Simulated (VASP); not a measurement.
# Hf (P6/mmm) in VASP: notebook, part 3 of 3

VASP 6.6.1.

## (4) Relaxation of cell and atoms, PBEsol, target pressure 20 GPa, at which the enthalpy is minimised

File INCAR:

```
PREC = Accurate
ENCUT = 600
EDIFF = 1E-7
ISMEAR = 1
SIGMA = 0.1
LREAL = F
LASPH = T
NELM = 60
ALGO = Normal
ISIF = 3
LWAVE = F
LCHARG = F
GGA = PS
IBRION = 2
NSW = 80
EDIFFG = -0.05
PSTRESS = 200.0
```

File KPOINTS:

```
regular mesh
0
Gamma
  8 8 11
```

File POSCAR:

```
Hf
1.0
    4.9623300000      0.0000000000      0.0000000000
   -2.4811650000      4.2975030000      0.0000000000
    0.0000000000      0.0000000000      3.0862320000
Hf
3
Direct
    0.6666666667      0.3333333333      0.5000000000
    0.3333333333      0.6666666667      0.5000000000
    0.0000000000      0.0000000000      0.0000000000
```

Potentials or basis: VASP PAW PBE potentials, release 64 (Hf_pv).

Started as:

```
$ cat potpaw_PBE.64/Hf_pv/POTCAR > POTCAR
$ mpirun -np 1 vasp_std > vasp.out
```

OUTCAR:

```text
PREC = Accurate
   ENCUT = 600
   EDIFF = 1E-7
   ISMEAR = 1
   LREAL = F
   LASPH = T
   NELM = 60
   ISIF = 3
   GGA = PS
   IBRION = 2
   NSW = 80
   EDIFFG = -0.05
   PSTRESS = 200.0

 ion  position               nearest neighbor table
   1  0.667  0.333  0.500-   2 2.87   2 2.87   2 2.87   3 3.25   3 3.25   3 3.25   3 3.25   3 3.25
                             3 3.25
   2  0.333  0.667  0.500-   1 2.87   1 2.87   1 2.87   3 3.25   3 3.25   3 3.25   3 3.25   3 3.25
                             3 3.25
   3  0.000  0.000  0.000-   2 3.25   2 3.25   1 3.25   1 3.25   1 3.25   2 3.25   1 3.25   2 3.25
                             1 3.25   1 3.25   2 3.25   2 3.25

  LATTYP: Found a hexagonal cell.
 ALAT       =     4.9623300000
 C/A-ratio  =     0.6219320360

  Lattice vectors:

 A1 = (   4.9623300000,   0.0000000000,   0.0000000000)
 A2 = (  -2.4811650000,   4.2975030000,   0.0000000000)
 A3 = (   0.0000000000,   0.0000000000,   3.0862320000)

Analysis of symmetry for initial positions (statically):
=====================================================================
 Subroutine PRICEL returns:
 Original cell was already a primitive cell.

 Routine SETGRP: Setting up the symmetry group for a
 hexagonal supercell.

 Subroutine GETGRP returns: Found 24 space group operations
 (whereof 24 operations were pure point group operations)
 out of a pool of 24 trial point group operations.

The static configuration has the point symmetry D_6h.

Analysis of symmetry for dynamics (positions and initial velocities):
=====================================================================
 Subroutine PRICEL returns:
 Original cell was already a primitive cell.

[... 131 lines left out ...]
  Fermi-wavevector in a.u.,A,eV,Ry     =   1.259907  2.380879 21.597417  1.587365
  Thomas-Fermi vector in A             =   2.393443
   LORBIT       =      0    0 simple, 1 ext, 2 COOP (PROOUT), +10 PAW based schemes
   GGA     = PS    functional components
   LHFCALC =     F    Hartree Fock is set to
   AEXX    =    0.0000 exact exchange contribution
   IVDW    =     0    specifies the selected vdW correction
   LEPSILON=     F    determine dielectric tensor
   LRPA    =     F    only Hartree local field effects (RPA)
 conjugate gradient relaxation of ions
 non-spin polarized calculation
 Methfessel and Paxton  Order N= 1 SIGMA  =   0.10
  energy-cutoff  :      600.00
  volume of cell :       65.82
 maximum number of plane-waves:      2220
 NGX is ok and might be reduce to    40
   NGX = 19   NGY = 19   NGZ = 13

--------------------------------------- Ionic step        1  -------------------------------------------

 number of electron      30.0000002 magnetization

 Free energy of the ion-electron system (eV)
  ---------------------------------------------------
  ext. energy  EPLUGINS =         0.00000000
  ---------------------------------------------------
  free energy    TOTEN  =       -31.38988588 eV

  energy without entropy =      -31.39073256  energy(sigma->0) =      -31.39016811

------------------------ aborting loop because EDIFF is reached ----------------------------------------

  FORCE on cell =-STRESS in cart. coord.  units (eV):
  Direction    XX          YY          ZZ          XY          YZ          ZX
  --------------------------------------------------------------------------------------
  -------------------------------------------------------------------------------------
  Total       -1.3594965     -1.3594959     -1.2252057      0.0000000     -0.0000000      0.0000000
  in kB      -33.0946863    -33.0946733    -29.8256005      0.0000000     -0.0000000      0.0000000
  external PRESSURE =    -232.0049867 kB  Pullay stress =     200.0000000 kB
[... 143 lines left out ...]
--------------------------------------- Ionic step        5  -------------------------------------------

 number of electron      30.0000001 magnetization

 Free energy of the ion-electron system (eV)
  ---------------------------------------------------
  ext. energy  EPLUGINS =         0.00000000
  ---------------------------------------------------
  free energy    TOTEN  =       -30.94709424 eV

  energy without entropy =      -30.94537114  energy(sigma->0) =      -30.94651987

 E-fermi :   5.9256     XC(G=0): -12.2630

 val. band max:        5.9164658206   @ k =   0.3750   0.1250   0.2727
 cond. band min:       5.9291664743   @ k =   0.5000  -0.0000   0.0000
 fundamental gap:      0.0127006538
 Fermi energy:         5.9255923762

 k-point     1 :       0.0000    0.0000    0.0000
  band No.  band energies     occupation
      1     -24.6183      2.00000
      2     -24.6183      2.00000
      3     -24.4767      2.00000
      4     -24.4767      2.00000
      5     -23.8446      2.00000
      6     -23.4852      2.00000
[... 505 lines left out ...]
      6     -23.7427      2.00000
[... 11 lines left out ...]
     18       7.1665     -0.00000
     19       7.8047     -0.00000

 [... further k-points ...]

------------------------ aborting loop because EDIFF is reached ----------------------------------------

  FORCE on cell =-STRESS in cart. coord.  units (eV):
  Direction    XX          YY          ZZ          XY          YZ          ZX
  --------------------------------------------------------------------------------------
  -------------------------------------------------------------------------------------
  Total        6.8984815      6.8984788      7.1073716      0.0000000      0.0000000      0.0000000
  in kB      198.0539432    198.0538668    204.0511353      0.0000000      0.0000000      0.0000000
  external PRESSURE =       0.0529818 kB  Pullay stress =     200.0000000 kB
[... 22 lines left out ...]
  energy  without entropy=      -30.9453711370  energy(sigma->0) =      -30.94651987

  enthalpy is  TOTEN    =       -23.9808290327 eV   P V=        6.9662652085

 reached required accuracy - stopping structural energy minimisation
```

OSZICAR:

```text
N       E                     dE             d eps       ncg     rms          rms(c)
DAV:   1     0.102153581695E+03    0.10215E+03   -0.18434E+04  2304   0.168E+03
DAV:   2    -0.256502058277E+02   -0.12780E+03   -0.12355E+03  2607   0.343E+02
DAV:   3    -0.324353907144E+02   -0.67852E+01   -0.62353E+01  3183   0.440E+01
[... 54 lines left out ...]
DAV:   3    -0.309472335533E+02    0.58991E-03   -0.85387E-04  2338   0.217E-01    0.776E-02
DAV:   4    -0.309470963260E+02    0.13723E-03   -0.30778E-04  2366   0.130E-01    0.506E-02
DAV:   5    -0.309470932549E+02    0.30711E-05   -0.19598E-05  2799   0.287E-02    0.314E-02
DAV:   6    -0.309470942121E+02   -0.95722E-06   -0.45759E-06  2728   0.152E-02    0.763E-03
DAV:   7    -0.309470942412E+02   -0.29069E-07   -0.37853E-07  2151   0.487E-03
   5 F= -.23980829E+02 E0= -.23980255E+02  d E =-.806742E+00
```

Run time: 7.1 min. Hardware: 1 thread of Intel Xeon 8259CL, shared host; peak memory 0.26 GiB.

Results:

```yaml
Free_energy: -30.9471 eV
Relaxed_volume: 18.60 Å³/atom
Relaxed_cell: a = 4.696 Å, b = 4.696 Å, c = 2.923 Å, α = 90.00°, β = 90.00°, γ = 120.00°
Space_group_after_relaxing_to_0.1_Å: P6/mmm (No. 191)
Energy_change_on_relaxing_the_run_minimises_the_enthalpy: +147.6 meV/atom
Ionic_steps: 5
Pressure_after_relaxing: 20.0 GPa
Band_gap_on_the_k_mesh: zero (bands 15 and 16 overlap by 1.03 eV)
```

Stress tensor (GPa, compression positive):
```
19.81  0.00  0.00
 0.00 19.81  0.00
 0.00  0.00 20.41
```

Step by step:
```csv
step,energy change (eV),largest force (eV/Å),pressure (GPa),volume (Å³)
1,0.0000,0.0000,-3.20,65.82
2,6.5041,0.0000,124.96,39.96
3,0.3206,0.0000,16.72,56.87
4,0.4105,0.0000,19.17,56.07
5,0.4428,0.0000,20.01,55.81
```

Final structure:
```
Hf
1.0
     4.69556    0.00000    0.00000
    -2.34778    4.06647    0.00000
     0.00000    0.00000    2.92264
Hf
3
Direct
  0.66667 0.33333 0.50000
  0.33333 0.66667 0.50000
  0.00000 0.00000 0.00000
```

Levels at points of the mesh, in eV from the Fermi level:
```csv
k point,band 12,band 13,band 14,band 15,band 16,band 17,band 18,band 19
"(0.00, 0.00, 0.00)",-0.66,-0.59,-0.59,-0.54,-0.54,1.18,2.35,2.35
"(0.50, 0.00, 0.00)",-4.14,-0.77,-0.75,-0.57,0.00,0.94,1.60,1.90
```

Caveat: the cell is relaxed towards a set pressure, so the run minimises the enthalpy, not the energy; the volume moved by over 15 % at a fixed basis, so the end points are rough; the PAW data sets were made with another functional, which shifts forces and pressure a little; spin-orbit coupling is left out, which moves the levels of the heavy elements.

## (5) Relaxation of cell and atoms, PBEsol, target pressure 30 GPa, at which the enthalpy is minimised

File INCAR:

```
  PREC = Accurate
  ENCUT = 600
  EDIFF = 1E-6
  ISMEAR = 1
  SIGMA = 0.1
  LREAL = F
  LASPH = T
  NELM = 60
  ALGO = Normal
  ISIF = 3
  LWAVE = F
  LCHARG = F
  GGA = PS
  IBRION = 2
  NSW = 80
  EDIFFG = -0.05
  PSTRESS = 300.0
```

File KPOINTS:

```
Automatic mesh
0
Gamma
  8 8 11
```

POSCAR is that of step 4.

Potentials or basis: VASP PAW PBE potentials, release 64 (Hf_pv).

Started as:

```
$ cat potpaw_PBE.64/Hf_pv/POTCAR > POTCAR
$ mpirun -np 1 vasp_std > vasp.out
```

OUTCAR:

```text
PREC = Accurate
   ENCUT = 600
   EDIFF = 1E-6
   ISMEAR = 1
   LREAL = F
   LASPH = T
   NELM = 60
   ISIF = 3
   GGA = PS
   IBRION = 2
   NSW = 80
   EDIFFG = -0.05
   PSTRESS = 300.0

 ion  position               nearest neighbor table
   1  0.667  0.333  0.500-   2 2.87   2 2.87   2 2.87   3 3.25   3 3.25   3 3.25   3 3.25   3 3.25
                             3 3.25
   2  0.333  0.667  0.500-   1 2.87   1 2.87   1 2.87   3 3.25   3 3.25   3 3.25   3 3.25   3 3.25
                             3 3.25
   3  0.000  0.000  0.000-   2 3.25   2 3.25   1 3.25   1 3.25   1 3.25   2 3.25   1 3.25   2 3.25
                             1 3.25   1 3.25   2 3.25   2 3.25

  LATTYP: Found a hexagonal cell.
 ALAT       =     4.9623300000
 C/A-ratio  =     0.6219320360

  Lattice vectors:

 A1 = (   4.9623300000,   0.0000000000,   0.0000000000)
 A2 = (  -2.4811650000,   4.2975030000,   0.0000000000)
 A3 = (   0.0000000000,   0.0000000000,   3.0862320000)

Analysis of symmetry for initial positions (statically):
[... 219 lines left out ...]

 val. band max:       11.3977296826   @ k =   0.3750   0.1250   0.2727
 cond. band min:      11.4166684804   @ k =   0.2500   0.1250   0.4545
 fundamental gap:      0.0189387979
 Fermi energy:        11.4042780840

 k-point     1 :       0.0000    0.0000    0.0000
  band No.  band energies     occupation
      1     -21.5727      2.00000
      2     -21.5727      2.00000
      3     -20.2998      2.00000
      4     -20.2998      2.00000
      5     -17.7745      2.00000
      6     -15.8619      2.00000
[... 635 lines left out ...]
--------------------------------------- Ionic step        5  -------------------------------------------

 number of electron      29.9999999 magnetization

 Free energy of the ion-electron system (eV)
  ---------------------------------------------------
  ext. energy  EPLUGINS =         0.00000000
  ---------------------------------------------------
  free energy    TOTEN  =       -30.51373966 eV

  energy without entropy =      -30.51449236  energy(sigma->0) =      -30.51399056

 E-fermi :   6.3173     XC(G=0): -12.5171

 val. band max:        6.3153335583   @ k =   0.3750   0.2500   0.4545
 cond. band min:       6.3200832148   @ k =   0.5000  -0.0000   0.0909
 fundamental gap:      0.0047496565
 Fermi energy:         6.3172732499

 k-point     1 :       0.0000    0.0000    0.0000
  band No.  band energies     occupation
      1     -24.2426      2.00000
      2     -24.2426      2.00000
      3     -24.0249      2.00000
      4     -24.0249      2.00000
      5     -23.3111      2.00000
      6     -22.8955      2.00000
[... 553 lines left out ...]
  energy  without entropy=      -30.5144923592  energy(sigma->0) =      -30.51399056

  enthalpy is  TOTEN    =       -20.5878135775 eV   P V=        9.9259260843

 reached required accuracy - stopping structural energy minimisation
```

OSZICAR:

```text
N       E                     dE             d eps       ncg     rms          rms(c)
DAV:   1     0.102153581695E+03    0.10215E+03   -0.18434E+04  2304   0.168E+03
DAV:   2    -0.256502058277E+02   -0.12780E+03   -0.12355E+03  2607   0.343E+02
DAV:   3    -0.324353907144E+02   -0.67852E+01   -0.62353E+01  3183   0.440E+01
[... 47 lines left out ...]
DAV:   3    -0.305149487821E+02    0.56013E-02   -0.82272E-03  2354   0.683E-01    0.201E-01
DAV:   4    -0.305137817968E+02    0.11670E-02   -0.25923E-03  2457   0.381E-01    0.182E-01
DAV:   5    -0.305137366244E+02    0.45172E-04   -0.17710E-04  2722   0.849E-02    0.865E-02
DAV:   6    -0.305137396616E+02   -0.30372E-05   -0.19195E-05  2734   0.303E-02    0.196E-02
DAV:   7    -0.305137396617E+02   -0.12142E-09   -0.14869E-06  1421   0.994E-03
   5 F= -.20587814E+02 E0= -.20588064E+02  d E =-.152163E+01
```

Run time: 5.9 min. Hardware: 1 thread of Intel Xeon 8259CL, shared host; peak memory 0.26 GiB.

Results:

```yaml
Free_energy: -30.5137 eV
Relaxed_volume: 17.67 Å³/atom
Relaxed_cell: a = 4.616 Å, b = 4.616 Å, c = 2.873 Å, α = 90.00°, β = 90.00°, γ = 120.00°
Space_group_after_relaxing_to_0.1_Å: P6/mmm (No. 191)
Energy_change_on_relaxing_the_run_minimises_the_enthalpy: +292.0 meV/atom
Ionic_steps: 5
Pressure_after_relaxing: 30.1 GPa
Band_gap_on_the_k_mesh: zero (bands 15 and 16 overlap by 1.01 eV)
```

Step by step:
| step | energy change (eV) | largest force (eV/Å) | pressure (GPa) | volume (Å³) |
| --- | --- | --- | --- | --- |
| 1 | 0.0000 | 0.0000 | -3.20 | 65.82 |
| 2 | 17.0186 | 0.0000 | 290.39 | 31.31 |
| 3 | 0.5100 | 0.0000 | 21.70 | 55.29 |
| 4 | 0.7394 | 0.0000 | 27.06 | 53.78 |
| 5 | 0.8761 | 0.0000 | 30.08 | 53.01 |

Final structure:
```
CELL_PARAMETERS angstrom
4.61588 0.00000 0.00000
-2.30794 3.99747 0.00000
0.00000 0.00000 2.87291
ATOMIC_POSITIONS crystal
Hf 0.66667 0.33333 0.50000
Hf 0.33333 0.66667 0.50000
Hf 0.00000 0.00000 0.00000
```

Levels at points of the mesh, in eV from the Fermi level:
```
           k point  band 11  band 12  band 13  band 14  band 15  band 16  band 17  band 18  band 19
(0.00, 0.00, 0.00)    -3.41    -0.65    -0.54    -0.54    -0.48    -0.48     1.20     2.43     2.43
(0.50, 0.00, 0.00)    -4.55    -4.31    -0.86    -0.86    -0.63    -0.04     0.98     1.61     2.23
```

Caveat: the cell is relaxed towards a set pressure, so the run minimises the enthalpy, not the energy; the volume moved by over 15 % at a fixed basis, so the end points are rough; the PAW data sets were made with another functional, which shifts forces and pressure a little; spin-orbit coupling is left out, which moves the levels of the heavy elements.

## (6) Summary

```csv
cell,gap on the mesh (eV),pressure (GPa)
relaxed,none,0.0
relaxed to 10 GPa,none,9.9
relaxed to 20 GPa,none,20.0
relaxed to 30 GPa,none,30.1
```

Alike in all rows: task relaxation of cell and atoms; level PBEsol; potentials or basis VASP PAW PBE potentials, release 64 (Hf_pv); no spin polarisation; k mesh 8 × 8 × 11; cutoff (eV) 600; smearing methfessel-paxton 0.1 eV.

Caveats: the PAW data sets were made with another functional, which shifts forces and pressure a little; spin-orbit coupling is left out, which moves the levels of the heavy elements; the cell is relaxed towards a set pressure, so the run minimises the enthalpy, not the energy (at least some runs); the volume moved by over 15 % at a fixed basis, so the end points are rough (at least some runs).

Total energies depend on the potentials used, so only differences within one code and one set of settings carry meaning.
